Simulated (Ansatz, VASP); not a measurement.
# InPd: VASP beside Ansatz

The input POSCAR:

```
InPd
1.0
    3.2681211628      0.0000000000      0.0000000000
    0.0000000000      3.2681211628      0.0000000000
    0.0000000000      0.0000000000      3.2681211628
In Pd
1 1
Direct
    0.5000000000      0.5000000000      0.5000000000
    0.0000000000      0.0000000000      0.0000000000
```

Contents of INCAR.step1:

```
ALGO = Normal
EDIFF = 1E-4
ENCUT = 600
GGA = PE
ISMEAR = 0
LASPH = True
LCHARG = False
LREAL = False
LWAVE = True
NELM = 80
PREC = Accurate
SIGMA = 0.1
```

The input INCAR.step2:

```
ALGO = Normal
EDIFF = 1E-7
EDIFFG = -0.01
ENCUT = 600
IBRION = 2
ISIF = 3
ISMEAR = 0
ISTART = 1
LASPH = True
LCHARG = False
LMIXTAU = True
LREAL = False
LWAVE = False
METAGGA = R2SCAN
NELM = 80
NSW = 80
PREC = Accurate
SIGMA = 0.1
```

Contents of KPOINTS:

```
k-points
0
Gamma
  14 14 14
```

Input for Ansatz:

```yaml
crystal:
  lattice:
    - [3.2681211628, 0.0, 0.0]
    - [0.0, 3.2681211628, 0.0]
    - [0.0, 0.0, 3.2681211628]
  atoms:
    - { symbol: In, position: [0.5, 0.5, 0.5] }
    - { symbol: Pd, position: [0.0, 0.0, 0.0] }
basis:
  ecutwfc: 500
kpoints:
  mp_grid: { grid: [14, 14, 14] }
hamiltonian:
  xc: r2scan
scf:
  occupations: { method: gaussian, width: 0.1 }
output:
  forces: true
  stress: true
  eigenvalues: true
relax:
  adjacent_minimum: "off"
  f_tol: 0.01
  max_steps: 60
  cell: { stress_tol: 0.1 }
```

Alike in both runs: task relaxation of cell and atoms; functional r2SCAN; k mesh 14 × 14 × 14; occupations gaussian, width 0.1 eV; no spin polarisation.

|  | VASP | Ansatz |
| --- | --- | --- |
| version | VASP 6.6.1 | Ansatz 0.2.0 |
| potentials or method | VASP PAW PBE potentials, release 64 (In_d, Pd), cutoff 600 eV | scalar-relativistic, plane waves, PAW |
| valence electrons in the cell | 23 | 31 |

```tsv
	VASP	Ansatz	Ansatz less VASP
gap on the k mesh at the Fermi level, each at its own relaxed structure (eV)	none	none	-
relaxed volume (Å³/atom)	17.51	17.43	-0.077
relaxed length of the cell vector where the two differ most in proportion (Å)	3.271	3.267	-0.0048
```

VASP's potentials were made for PBE, not for r2SCAN. A gap of «none» marks a metal or a gap that the smearing closes. VASP's potentials hold 23 valence electrons a cell and Ansatz's 31, so a difference there can come from the potentials and not from the codes.
